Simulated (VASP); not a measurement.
# Si2W (Pnnm) in VASP: further runs

Si2W is run at these levels: PBE; tasks: single point.

All numbers are computed with VASP 6.6.1; they aren't measurements. Logs are shortened: lines on timing, memory, paths and dates and some standing lists are left out, and cuts for length are marked.

## (1) The cell of the first run

Symmetry: Pnnm, No. 58, orthorhombic system. The conventional cell has a = 6.430 Å, b = 6.650 Å, c = 2.745 Å, α = 90.00°, β = 90.00°, γ = 90.00°. Si (site symmetry m) has 3 W at 2.50 to 2.53 Å and 2 Si at 2.75 Å within 3.3 Å. Within 3.3 Å of W (site symmetry 2/m) lie 6 Si at 2.50 to 2.53 Å and 2 W at 2.75 Å.

## (2) Single point, PBE

Contents of INCAR:

```
  ALGO = Normal
  EDIFF = 1E-6
  ENCUT = 520
  GGA = PE
  ISIF = 2
  ISMEAR = 0
  LASPH = True
  LCHARG = True
  LELF = True
  LREAL = False
  LVHAR = True
  LWAVE = False
  NBANDS = 31
  NELM = 100
  PREC = Accurate
  SIGMA = 0.1
```

Contents of KPOINTS:

```
k-points
0
Gamma
  4 4 6
```

Contents of POSCAR:

```
Si2W
1.0
    6.4298482848      0.0000000000      0.0000000000
    0.0000000000      6.6498750724      0.0000000000
    0.0000000000      0.0000000000      2.7450358543
Si W
4 2
Direct
    0.2300523023      0.7706736775      0.5000000000
    0.7300523023      0.7293263225      0.0000000000
    0.7699476977      0.2293263225      0.5000000000
    0.2699476977      0.2706736775      0.0000000000
    0.5000000000      0.5000000000      0.5000000000
    0.0000000000      0.0000000000      0.0000000000
```

Potentials or basis: VASP PAW PBE potentials, release 64 (Si, W_sv).

On the command line:

```bash
$ cat potpaw_PBE.64/Si/POTCAR potpaw_PBE.64/W_sv/POTCAR > POTCAR
$ mpirun -np 1 vasp_std > vasp.out
```

OUTCAR:

```text
EDIFF = 1E-6
   ENCUT = 520
   GGA = PE
   ISIF = 2
   ISMEAR = 0
   LASPH = True
   LREAL = False
   NELM = 100
   PREC = Accurate

 ion  position               nearest neighbor table
   1  0.230  0.771  0.500-   5 2.50   6 2.53   6 2.53
   2  0.730  0.729  0.000-   6 2.50   5 2.53   5 2.53
   3  0.770  0.229  0.500-   5 2.50   6 2.53   6 2.53
   4  0.270  0.271  0.000-   6 2.50   5 2.53   5 2.53
   5  0.500  0.500  0.500-   1 2.50   3 2.50   2 2.53   4 2.53   2 2.53   4 2.53
   6  0.000  0.000  0.000-   2 2.50   4 2.50   3 2.53   1 2.53   1 2.53   3 2.53

  LATTYP: Found a simple orthorhombic cell.
 ALAT       =     2.7450358543
 B/A-ratio  =     2.3423549367
 C/A-ratio  =     2.4225093679

  Lattice vectors:

 A1 = (   0.0000000000,   0.0000000000,   2.7450358543)
 A2 = (   6.4298482848,   0.0000000000,   0.0000000000)
 A3 = (   0.0000000000,   6.6498750724,   0.0000000000)

Analysis of symmetry for initial positions (statically):
=====================================================================
 Subroutine PRICEL returns:
 Original cell was already a primitive cell.

 Routine SETGRP: Setting up the symmetry group for a
 simple orthorhombic supercell.

 Subroutine GETGRP returns: Found  8 space group operations
 (whereof  4 operations were pure point group operations)
 out of a pool of  8 trial point group operations.

The static configuration has the point symmetry C_2h.
 The point group associated with its full space group is D_2h.

Analysis of symmetry for dynamics (positions and initial velocities):
=====================================================================
 Subroutine PRICEL returns:
 Original cell was already a primitive cell.

 Routine SETGRP: Setting up the symmetry group for a
 simple orthorhombic supercell.

 Subroutine GETGRP returns: Found  8 space group operations
 (whereof  4 operations were pure point group operations)
 out of a pool of  8 trial point group operations.

The dynamic configuration has the point symmetry C_2h.
 The point group associated with its full space group is D_2h.

 Subroutine INISYM returns: Found  8 space group operations
 (whereof  4 operations are pure point group operations),
 and found     1 'primitive' translations

----------------------------------------------------------------------------------------

                                     Primitive cell

  volume of cell :     117.3714

  direct lattice vectors                    reciprocal lattice vectors
     6.429848285  0.000000000  0.000000000     0.155524665  0.000000000  0.000000000
     0.000000000  6.649875072  0.000000000     0.000000000  0.150378765  0.000000000
     0.000000000  0.000000000  2.745035854     0.000000000  0.000000000  0.364293967

  length of vectors
     6.429848285  6.649875072  2.745035854     0.155524665  0.150378765  0.364293967

  position of ions in fractional coordinates (direct lattice)
     0.230052302  0.770673677  0.500000000
     0.730052302  0.729326323  0.000000000
     0.769947698  0.229326323  0.500000000
     0.269947698  0.270673677  0.000000000
     0.500000000  0.500000000  0.500000000
     0.000000000  0.000000000  0.000000000

  ion indices of the primitive-cell ions
   primitive index   ion index
                 1           1
                 2           2
                 3           3
                 4           4
                 5           5
                 6           6

----------------------------------------------------------------------------------------

 KPOINTS: k-points

Automatic generation of k-mesh.
 Grid dimensions read from file:
 generate k-points for:    4    4    6

 Generating k-lattice:

  Cartesian coordinates                     Fractional coordinates (reciprocal lattice)
     0.038881166  0.000000000  0.000000000     0.250000000  0.000000000  0.000000000
     0.000000000  0.037594691  0.000000000     0.000000000  0.250000000  0.000000000
     0.000000000  0.000000000  0.060715661     0.000000000  0.000000000  0.166666667

  Length of vectors
     0.038881166  0.037594691  0.060715661

  Shift w.r.t. Gamma in fractional coordinates (k-lattice)
     0.000000000  0.000000000  0.000000000

 Subroutine IBZKPT returns following result:
 ===========================================

 Found     36 irreducible k-points:

 Following reciprocal coordinates:
            Coordinates               Weight
  0.000000  0.000000  0.000000      1.000000
  0.250000  0.000000  0.000000      2.000000
  0.500000  0.000000  0.000000      1.000000
  0.000000  0.250000  0.000000      2.000000
  0.250000  0.250000  0.000000      4.000000
  0.500000  0.250000  0.000000      2.000000
[... 16 lines left out ...]
  0.250000  0.250000  0.333333      8.000000
  0.500000  0.250000  0.333333      4.000000
 [... further k-points ...]
   k-points           NKPTS =     36   k-points in BZ     NKDIM =     36   number of bands    NBANDS=     31
   number of dos      NEDOS =    301   number of ions     NIONS =      6
   total plane-waves  NPLWV =  48000
   dimension x,y,z NGX =    48 NGY =   50 NGZ =   20
   dimension x,y,z NGXF=    96 NGYF=  100 NGZF=   40
   ions per type =               4   2
   NGX,Y,Z   is equivalent  to a cutoff of  12.41, 12.50, 12.11 a.u.
   NGXF,Y,Z  is equivalent  to a cutoff of  24.82, 25.00, 24.22 a.u.
 SYSTEM =  unknown system
   PREC   = accura    normal or accurate (medium, high low for compatibility)
   ISTART =      0    job   : 0-new  1-cont  2-samecut
   ICHARG =      2    charge: 1-file 2-atom 10-const
   ISPIN  =      1    spin polarized calculation?
   LNONCOLLINEAR =      F non collinear calculations
   LSORBIT =      F    spin-orbit coupling
   LASPH  =      T    aspherical Exc in radial PAW
   ENCUT  =  520.0 eV  38.22 Ry    6.18 a.u.  11.96 12.36  5.10*2*pi/ulx,y,z
   NELM   =    100;   NELMIN=  2; NELMDL= -5     # of ELM steps
   EDIFF  = 0.1E-05   stopping-criterion for ELM
   LREAL  =      F    real-space projection
   EDIFFG = 0.1E-04   stopping-criterion for IOM
   NSW    =      0    number of steps for IOM
   IBRION =     -1    ionic relax: 0-MD 1-quasi-New 2-CG
   NFREE  =      0    steps in history (QN), initial steepest desc. (CG)
   ISIF   =      2    stress and relaxation
   ISYM   =      2    0-nonsym 1-usesym 2-fastsym
   POTIM  = 0.5000    time-step for ionic-motion
   TEBEG  =    0.0;   TEEND  =   0.0 temperature during run
   PSTRESS=    0.0 pullay stress
   NELECT =      44.0000    total number of electrons
   NUPDOWN=      -1.0000    fix difference up-down
   EMIN   =  10.00;   EMAX   =-10.00  energy-range for DOS
   EFERMI =   0.00;   METHOD = LEGACY
   ISMEAR =     0;   SIGMA  =   0.10  broadening in eV -4-tet -1-fermi 0-gaus
   EFERMI_NEDOS =   21; number of points for ismear=-14 and -15
   IALGO  =     38    algorithm
   IMIX   =      4    mixing-type and parameters
     AMIX     =   0.40;   BMIX     =  1.00
     AMIX_MAG =   1.60;   BMIX_MAG =  1.00
  volume/ion in A,a.u.               =      19.56       132.01
  Fermi-wavevector in a.u.,A,eV,Ry     =   1.180425  2.230679 18.958394  1.393403
  Thomas-Fermi vector in A             =   2.316717
   LORBIT       =      0    0 simple, 1 ext, 2 COOP (PROOUT), +10 PAW based schemes
   GGA     = PE    functional components
   LHFCALC =     F    Hartree Fock is set to
   AEXX    =    0.0000 exact exchange contribution
   IVDW    =     0    specifies the selected vdW correction
   LEPSILON=     F    determine dielectric tensor
   LRPA    =     F    only Hartree local field effects (RPA)
 non-spin polarized calculation
 Gauss-broadening in eV      SIGMA  =   0.10
  energy-cutoff  :      520.00
  volume of cell :      117.37
 maximum number of plane-waves:      3184
 NGX is ok and might be reduce to    48
   NGX = 23   NGY = 25   NGZ = 11

 number of electron      43.9999998 magnetization

 Free energy of the ion-electron system (eV)
  ---------------------------------------------------
  ext. energy  EPLUGINS =         0.00000000
  ---------------------------------------------------
  free energy    TOTEN  =       -45.10821431 eV

  energy without entropy =      -45.08652168  energy(sigma->0) =      -45.09736799

 E-fermi :   6.7342     XC(G=0): -10.4299

 val. band max:        6.7214852301   @ k =   0.5000   0.5000   0.3333
 cond. band min:       6.7492300446   @ k =   0.2500   0.2500   0.5000
 fundamental gap:      0.0277448144
 Fermi energy:         6.7341598286

 k-point     1 :       0.0000    0.0000    0.0000
  band No.  band energies     occupation
      1     -66.8143      2.00000
      2     -66.8141      2.00000
      3     -31.1480      2.00000
      4     -31.1461      2.00000
      5     -31.0887      2.00000
      6     -31.0872      2.00000
[... 23 lines left out ...]
     30      10.4563      0.00000
     31      13.2850      0.00000

 k-point     2 :       0.2500    0.0000    0.0000
  band No.  band energies     occupation
      1     -66.8143      2.00000
      2     -66.8142      2.00000
      3     -31.1477      2.00000
      4     -31.1463      2.00000
      5     -31.0886      2.00000
      6     -31.0875      2.00000
[... 23 lines left out ...]
     30      10.6515      0.00000
     31      13.0440      0.00000

 k-point     3 :       0.5000    0.0000    0.0000
  band No.  band energies     occupation
      1     -66.8142      2.00000
      2     -66.8142      2.00000
      3     -31.1470      2.00000
      4     -31.1470      2.00000
      5     -31.0881      2.00000
      6     -31.0881      2.00000
[... 23 lines left out ...]
     30      11.6345      0.00000
     31      12.6776      0.00000

 k-point     4 :       0.0000    0.2500    0.0000
  band No.  band energies     occupation
      1     -66.8143      2.00000
      2     -66.8142      2.00000
      3     -31.1477      2.00000
      4     -31.1463      2.00000
      5     -31.0886      2.00000
      6     -31.0875      2.00000
[... 635 lines left out ...]
     30      10.1639      0.00000
     31      10.6223      0.00000

 k-point    23 :       0.2500    0.2500    0.3333
  band No.  band energies     occupation
      1     -66.7706      2.00000
      2     -66.7706      2.00000
      3     -31.2913      2.00000
      4     -31.2913      2.00000
      5     -31.0641      2.00000
      6     -31.0636      2.00000
[... 23 lines left out ...]
     30      10.3382      0.00000
     31      10.5920      0.00000

 k-point    24 :       0.5000    0.2500    0.3333
  band No.  band energies     occupation
      1     -66.7706      2.00000
      2     -66.7706      2.00000
      3     -31.2913      2.00000
      4     -31.2913      2.00000
      5     -31.0638      2.00000
      6     -31.0638      2.00000
[... 23 lines left out ...]
     30      10.1439      0.00000
     31      10.8989      0.00000

 [... further k-points ...]

------------------------ aborting loop because EDIFF is reached ----------------------------------------

  FORCE on cell =-STRESS in cart. coord.  units (eV):
  Direction    XX          YY          ZZ          XY          YZ          ZX
  --------------------------------------------------------------------------------------
  -------------------------------------------------------------------------------------
  Total        0.2302893      0.2079505      0.0332367      0.0000000      0.0000000      0.0000000
  in kB        3.1435631      2.8386263      0.4536971      0.0000000      0.0000000      0.0000000
  external PRESSURE =       2.1452955 kB  Pullay stress =       0.0000000 kB

 VOLUME and BASIS-vectors are now :
 -----------------------------------------------------------------------------
  energy-cutoff  :      520.00
  volume of cell :      117.37
      direct lattice vectors                 reciprocal lattice vectors
     6.429848285  0.000000000  0.000000000     0.155524665  0.000000000  0.000000000
     0.000000000  6.649875072  0.000000000     0.000000000  0.150378765  0.000000000
     0.000000000  0.000000000  2.745035854     0.000000000  0.000000000  0.364293967

 POSITION                                       TOTAL-FORCE (eV/Angst)
 -----------------------------------------------------------------------------------
      1.47920      5.12488      1.37252         0.001203     -0.007560     -0.000000
      4.69413      4.84993      0.00000         0.001203      0.007560     -0.000000
      4.95065      1.52499      1.37252        -0.001203      0.007560      0.000000
      1.73572      1.79995      0.00000        -0.001203     -0.007560      0.000000
      3.21492      3.32494      1.37252         0.000000      0.000000      0.000000
      0.00000      0.00000      0.00000         0.000000      0.000000      0.000000
 -----------------------------------------------------------------------------------
    total drift:                                0.000000     -0.000000     -0.000000

  FREE ENERGIE OF THE ION-ELECTRON SYSTEM (eV)
  ---------------------------------------------------
  free  energy   TOTEN  =       -45.1082143074 eV

  energy  without entropy=      -45.0865216765  energy(sigma->0) =      -45.09736799
```

It took 45 s on 1 thread of Intel Xeon 6975P-C (Granite Rapids), shared host; peak memory 0.27 GiB.

Results:

```
Free energy            : -45.1082 eV
Pressure               : 0.2 GPa
Largest force          : 0.008 eV/Å
Band gap on the k mesh : zero (bands 22 and 23 overlap by 2.55 eV)
```

Forces on the atoms (eV/Å):
```
Si   0.001 -0.008  0.000
Si   0.001  0.008  0.000
Si  -0.001  0.008  0.000
Si  -0.001 -0.008  0.000
W    0.000  0.000  0.000
W    0.000  0.000  0.000
```

Caveat: the k points lie up to 0.38 Å⁻¹ apart, too coarse for converged energies and pressures of a metal; spin-orbit coupling is left out, which moves the levels of the heavy elements.

## (3) Single point, PBE

This run uses another cell than the first one, of 19.49 Å³/atom.

Contents of INCAR:

```
SYSTEM = Si2W
ALGO = Normal
EDIFF = 1E-6
ENCUT = 520
GGA = PE
ISIF = 2
ISMEAR = 0
LASPH = .True.
LCHARG = .False.
LREAL = .False.
LWAVE = .False.
NBANDS = 31
NELM = 100
PREC = Accurate
SIGMA = 0.1
```

Contents of KPOINTS:

```
k-points
0
Gamma
  6 6 14
  0 0 0
```

Contents of POSCAR:

```
Si2W
1.0
    6.4389928027      0.0000000000      0.0000000000
    0.0000000000      6.6572146910      0.0000000000
    0.0000000000      0.0000000000      2.7277480061
Si W
4 2
Direct
    0.2299370930      0.7709217109      0.5000000000
    0.7299370930      0.7290782891      0.0000000000
    0.7700629070      0.2290782891      0.5000000000
    0.2700629070      0.2709217109      0.0000000000
    0.5000000000      0.5000000000      0.5000000000
    0.0000000000      0.0000000000      0.0000000000
```

Potentials or basis: VASP PAW PBE potentials, release 64 (Si, W_sv).

On the command line:

```bash
$ cat potpaw_PBE.64/Si/POTCAR potpaw_PBE.64/W_sv/POTCAR > POTCAR
$ mpirun -np 1 vasp_std > vasp.out
```

Wall time 2.3 min (1 thread of Intel Xeon 6975P-C (Granite Rapids), shared host); peak memory 0.47 GiB.

The run converged. Its results:

* Free energy: -45.0984 eV
* Pressure: 0.0 GPa
* Largest force: 0.004 eV/Å
* Band gap on the k mesh: zero (bands 22 and 23 overlap by 2.64 eV)

Forces in eV/Å, atoms in the order of the input:
```
Si   0.003 -0.003  0.000
Si   0.003  0.003  0.000
Si  -0.003  0.003  0.000
Si  -0.003 -0.003  0.000
W    0.000  0.000  0.000
W    0.000  0.000  0.000
```

Stress tensor (GPa, compression positive):
```
 0.01  0.00  0.00
 0.00 -0.01  0.00
 0.00  0.00  0.09
```

Levels at points of the mesh, in eV from the Fermi level:
```tsv
k point	band 19	band 20	band 21	band 22	band 23	band 24	band 25	band 26
(0.00, 0.00, 0.00)	-2.53	-1.37	1.56	1.59	1.64	2.22	2.55	2.59
(0.50, 0.00, 0.00)	-1.98	-1.98	1.39	1.39	1.59	1.59	1.84	1.84
(0.00, 0.50, 0.00)	-1.97	-1.97	1.56	1.56	1.59	1.59	1.98	1.98
(0.50, 0.50, 0.00)	-1.75	-1.75	-0.61	-0.61	1.56	1.56	2.60	2.60
(0.00, 0.00, 0.50)	-1.56	-1.56	-1.11	-1.11	-1.05	-1.05	2.34	2.34
(0.50, 0.00, 0.50)	-2.23	-2.23	-0.56	-0.56	0.34	0.34	2.03	2.03
(0.00, 0.50, 0.50)	-2.25	-2.25	-0.61	-0.61	0.28	0.28	1.82	1.82
(0.50, 0.50, 0.50)	-1.45	-1.45	-0.86	-0.86	-0.46	-0.46	2.66	2.66
```

Caveat: spin-orbit coupling is left out, which moves the levels of the heavy elements.
